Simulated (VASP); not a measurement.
# BaF2 (Fm-3m) in VASP: a series of runs, part 2 of 2

VASP 6.6.1. The steps go on from the part before.

## Step 4: Single point, PBE

This run uses another cell than the first one, of 20.30 Å³/atom.

Input file INCAR:

```
SYSTEM = BaF2
PREC = Accurate ; ENCUT = 600
EDIFF = 1E-6 ; ISMEAR = 0
SIGMA = 0.01 ; LREAL = .FALSE.
LASPH = .TRUE. ; NELM = 120
ALGO = Normal ; ISIF = 2
LWAVE = .FALSE. ; LCHARG = .FALSE.
GGA = PE ; NBANDS = 19
GGA_COMPAT = .FALSE.
```

Input file KPOINTS:

```
Automatic mesh
0
G
  6 6 6
  0 0 0
```

Input file POSCAR:

```
BaF2
1.0
    0.0000000000      3.1224950771      3.1224950771
    3.1224950771      0.0000000000      3.1224950771
    3.1224950771      3.1224950771      0.0000000000
Ba F
1 2
Direct
    0.0000000000      0.0000000000      0.0000000000
    0.2500000000      0.2500000000      0.2500000000
    0.7500000000      0.7500000000      0.7500000000
```

Potentials or basis: VASP PAW PBE potentials, release 64 (Ba_sv, F).

The run is started by

```bash
> cat potpaw_PBE.64/Ba_sv/POTCAR potpaw_PBE.64/F/POTCAR > POTCAR
> mpirun -np 1 vasp_std > vasp.out
```

OUTCAR:

```text
SYSTEM = BaF2
   PREC = Accurate
   ENCUT = 600
   EDIFF = 1E-6
   ISMEAR = 0
   LREAL = .FALSE.
   LASPH = .TRUE.
   NELM = 120
   ISIF = 2
   GGA = PE

 ion  position               nearest neighbor table
   1  0.000  0.000  0.000-   3 2.70   3 2.70   3 2.70   2 2.70   3 2.70   2 2.70   2 2.70   2 2.70

   2  0.250  0.250  0.250-   1 2.70   1 2.70   1 2.70   1 2.70
   3  0.750  0.750  0.750-   1 2.70   1 2.70   1 2.70   1 2.70

  LATTYP: Found a face centered cubic cell.
 ALAT       =     6.2449901542

  Lattice vectors:

 A1 = (   0.0000000000,   3.1224950771,   3.1224950771)
 A2 = (   3.1224950771,   0.0000000000,   3.1224950771)
 A3 = (   3.1224950771,   3.1224950771,   0.0000000000)

Analysis of symmetry for initial positions (statically):
=====================================================================
 Subroutine PRICEL returns:
 Original cell was already a primitive cell.

 Routine SETGRP: Setting up the symmetry group for a
 face centered cubic supercell.

 Subroutine GETGRP returns: Found 48 space group operations
 (whereof 48 operations were pure point group operations)
 out of a pool of 48 trial point group operations.
[... 153 lines left out ...]

  energy without entropy =      -17.12799496  energy(sigma->0) =      -17.12799496

 E-fermi :  -2.0836     XC(G=0):  -8.6020

 val. band max:       -2.1684332852   @ k =  -0.1667   0.1667   0.0000
 cond. band min:       4.5106586620   @ k =   0.0000   0.0000   0.0000
 fundamental gap:      6.6790919472
 Fermi energy:        -2.0835541691

 k-point     1 :       0.0000    0.0000    0.0000
  band No.  band energies     occupation
      1     -25.3164      2.00000
      2     -21.0584      2.00000
      3     -21.0368      2.00000
      4     -10.1832      2.00000
      5     -10.1832      2.00000
      6     -10.1832      2.00000
[... 329 lines left out ...]
      6     -10.1646      2.00000
[... 11 lines left out ...]
     18      12.0638      0.00000
     19      12.2913      0.00000

------------------------ aborting loop because EDIFF is reached ----------------------------------------

  FORCE on cell =-STRESS in cart. coord.  units (eV):
  Direction    XX          YY          ZZ          XY          YZ          ZX
  --------------------------------------------------------------------------------------
  -------------------------------------------------------------------------------------
  Total        0.3574683      0.3574683      0.3574683      0.0000000      0.0000000      0.0000000
  in kB        9.4061709      9.4061709      9.4061709      0.0000000      0.0000000      0.0000000
  external PRESSURE =       9.4061709 kB  Pullay stress =       0.0000000 kB

 VOLUME and BASIS-vectors are now :
 -----------------------------------------------------------------------------
  energy-cutoff  :      600.00
  volume of cell :       60.89
      direct lattice vectors                 reciprocal lattice vectors
     0.000000000  3.122495077  3.122495077    -0.160128355  0.160128355  0.160128355
     3.122495077  0.000000000  3.122495077     0.160128355 -0.160128355  0.160128355
     3.122495077  3.122495077  0.000000000     0.160128355  0.160128355 -0.160128355

 POSITION                                       TOTAL-FORCE (eV/Angst)
 -----------------------------------------------------------------------------------
      0.00000      0.00000      0.00000        -0.000000     -0.000000      0.000000
      1.56125      1.56125      1.56125         0.000000      0.000000      0.000000
      4.68374      4.68374      4.68374        -0.000000     -0.000000     -0.000000
 -----------------------------------------------------------------------------------
    total drift:                                0.000000      0.000000      0.000000

  FREE ENERGIE OF THE ION-ELECTRON SYSTEM (eV)
  ---------------------------------------------------
  free  energy   TOTEN  =       -17.1279949585 eV

  energy  without entropy=      -17.1279949585  energy(sigma->0) =      -17.12799496
```

OSZICAR:

```text
N       E                     dE             d eps       ncg     rms          rms(c)
DAV:   1     0.162673374746E+03    0.16267E+03   -0.13775E+04   608   0.131E+03
DAV:   2    -0.105689229993E+02   -0.17324E+03   -0.16614E+03   778   0.275E+02
DAV:   3    -0.187605155329E+02   -0.81916E+01   -0.81604E+01   732   0.608E+01
DAV:   4    -0.189010636456E+02   -0.14055E+00   -0.14042E+00   775   0.741E+00
DAV:   5    -0.189047537759E+02   -0.36901E-02   -0.36901E-02   710   0.855E-01    0.847E+00
DAV:   6    -0.171113721209E+02    0.17934E+01   -0.76798E+00   635   0.210E+01    0.413E+00
DAV:   7    -0.171008545279E+02    0.10518E-01   -0.26755E-01   661   0.400E+00    0.214E+00
DAV:   8    -0.171184315578E+02   -0.17577E-01   -0.64912E-02   628   0.275E+00    0.294E-01
DAV:   9    -0.171248499180E+02   -0.64184E-02   -0.10088E-02   682   0.714E-01    0.140E-01
DAV:  10    -0.171279780454E+02   -0.31281E-02   -0.32047E-03   653   0.376E-01    0.359E-02
DAV:  11    -0.171279695934E+02    0.84520E-05   -0.12264E-04   703   0.873E-02    0.183E-02
DAV:  12    -0.171279945120E+02   -0.24919E-04   -0.39531E-05   641   0.439E-02    0.368E-03
DAV:  13    -0.171279949585E+02   -0.44652E-06   -0.41089E-07   573   0.514E-03
   1 F= -.17127995E+02 E0= -.17127995E+02  d E =-.161273E-34
```

Run time: 29 s. Hardware: 1 thread of Intel Xeon 8259CL, shared host; peak memory 0.21 GiB.

What came out:

- Free energy: -17.1280 eV
- Pressure: 0.9 GPa
- Band gap on the k mesh: 6.68 eV (least direct gap 6.74 eV)

Levels at points of the mesh, in eV from the valence-band top:
| k point | band 9 | band 10 | band 11 | band 12 | band 13 | band 14 | band 15 | band 16 |
| --- | --- | --- | --- | --- | --- | --- | --- | --- |
| (0.00, 0.00, 0.00) | -1.42 | -0.06 | -0.06 | -0.06 | 6.68 | 9.11 | 9.11 | 11.22 |
| (0.50, 0.00, 0.00) | -0.63 | -0.34 | -0.16 | -0.16 | 8.98 | 9.10 | 9.10 | 9.71 |
| (0.50, 0.50, 0.00) | -0.33 | -0.32 | -0.32 | -0.10 | 7.21 | 8.90 | 10.54 | 11.78 |

Caveat: spin-orbit coupling is left out, which moves the levels of the heavy elements. A k mesh can miss the band edges.

## Step 5: Single point, PBE (20.91 Å³/atom)

This run uses another cell than the first one, of 20.91 Å³/atom.

Input file INCAR:

```
SYSTEM = BaF2
PREC = Accurate
ENCUT = 600
EDIFF = 1E-6
ISMEAR = 0
SIGMA = 0.01
LREAL = .False.
LASPH = .True.
NELM = 120
ALGO = Normal
ISIF = 2
LWAVE = .False.
LCHARG = .False.
GGA = PE
NBANDS = 19
GGA_COMPAT = .False.
```

Input file KPOINTS:

```
Automatic mesh
0
Gamma
  6 6 6
  0 0 0
```

Input file POSCAR:

```
BaF2
1.0
    0.0000000000      3.1534128807      3.1534128807
    3.1534128807      0.0000000000      3.1534128807
    3.1534128807      3.1534128807      0.0000000000
Ba F
1 2
Direct
    0.0000000000      0.0000000000      0.0000000000
    0.2500000000      0.2500000000      0.2500000000
    0.7500000000      0.7500000000      0.7500000000
```

The run is started by

```bash
> cat potpaw_PBE.64/Ba_sv/POTCAR potpaw_PBE.64/F/POTCAR > POTCAR
> mpirun -np 1 vasp_std > vasp.out
```

Wall time 25 s (1 thread of Intel Xeon 8259CL, shared host); peak memory 0.21 GiB.

It converged, with:

| Item | Value |
| --- | --- |
| Free energy | -17.1325 eV |
| Pressure | -0.7 GPa |
| Band gap on the k mesh | 6.55 eV (least direct gap 6.59 eV) |

Levels at points of the mesh, in eV from the valence-band top:
```
           k point  band 8  band 9  band 10  band 11  band 12  band 13  band 14  band 15  band 16  band 17
(0.00, 0.00, 0.00)   -1.34   -1.34    -0.05    -0.05    -0.05     6.55     8.99     8.99    10.99    10.99
(0.50, 0.00, 0.00)   -0.96   -0.60    -0.34    -0.16    -0.16     8.80     8.97     8.97     9.59    11.19
(0.50, 0.50, 0.00)   -0.35   -0.35    -0.29    -0.29    -0.08     7.15     8.75    10.36    11.54    11.54
```

Caveat: spin-orbit coupling is left out, which moves the levels of the heavy elements. A k mesh can miss the band edges.

## Step 6: Single point, PBE (21.51 Å³/atom)

This run uses another cell than the first one, of 21.51 Å³/atom.

Input file INCAR:

```
PREC = Accurate
ENCUT = 600
EDIFF = 1E-6
ISMEAR = 0
SIGMA = 0.01
LREAL = F
LASPH = T
NELM = 120
ALGO = Normal
ISIF = 2
LWAVE = F
LCHARG = F
GGA = PE
NBANDS = 19
GGA_COMPAT = F
```

Input file KPOINTS:

```
regular mesh
0
Gamma
  6 6 6
```

Input file POSCAR:

```
BaF2
1.0
    0.0000000000      3.1837360186      3.1837360186
    3.1837360186      0.0000000000      3.1837360186
    3.1837360186      3.1837360186      0.0000000000
Ba F
1 2
Direct
    0.0000000000      0.0000000000      0.0000000000
    0.2500000000      0.2500000000      0.2500000000
    0.7500000000      0.7500000000      0.7500000000
```

Potentials or basis: VASP PAW PBE potentials, release 64 (Ba_sv, F).

The run is started by

```bash
> cat potpaw_PBE.64/Ba_sv/POTCAR potpaw_PBE.64/F/POTCAR > POTCAR
> mpirun -np 1 vasp_std > vasp.out
```

Wall time 28 s (1 thread of Intel Xeon 8259CL, shared host); peak memory 0.21 GiB.

It converged, with:

```
Free energy            : -17.1199 eV
Pressure               : -2.0 GPa
Band gap on the k mesh : 6.42 eV (least direct gap 6.46 eV)
```

Levels at points of the mesh, in eV from the valence-band top:
```tsv
k point	band 10	band 11	band 12	band 13	band 14	band 15
(0.00, 0.00, 0.00)	-0.04	-0.04	-0.04	6.42	8.88	8.88
(0.50, 0.00, 0.00)	-0.33	-0.16	-0.16	8.63	8.84	8.84
(0.50, 0.50, 0.00)	-0.26	-0.26	-0.06	7.09	8.60	10.18
```

Caveat: spin-orbit coupling is left out, which moves the levels of the heavy elements. A k mesh can miss the band edges.

## Step 7: Summary

| cell | gap on the mesh (eV) | pressure (GPa) |
| --- | --- | --- |
| a = 4.326 Å, angles 60.0°, 3 atoms | 6.96 | 5.1 |
| a = 4.371 Å, angles 60.0°, 3 atoms | 6.82 | 2.9 |
| a = 4.416 Å, angles 60.0°, 3 atoms | 6.68 | 0.9 |
| a = 4.460 Å, angles 60.0°, 3 atoms | 6.55 | -0.7 |
| a = 4.502 Å, angles 60.0°, 3 atoms | 6.42 | -2.0 |

Alike in all rows: task single point; level PBE; potentials or basis VASP PAW PBE potentials, release 64 (Ba_sv, F); no spin polarisation; k mesh 6 × 6 × 6; cutoff (eV) 600; smearing gaussian 0.01 eV.

Caveats: spin-orbit coupling is left out, which moves the levels of the heavy elements; the cell stands under pressure (at least some runs).

Total energies depend on the potentials used, so only differences within one code and one set of settings carry meaning.
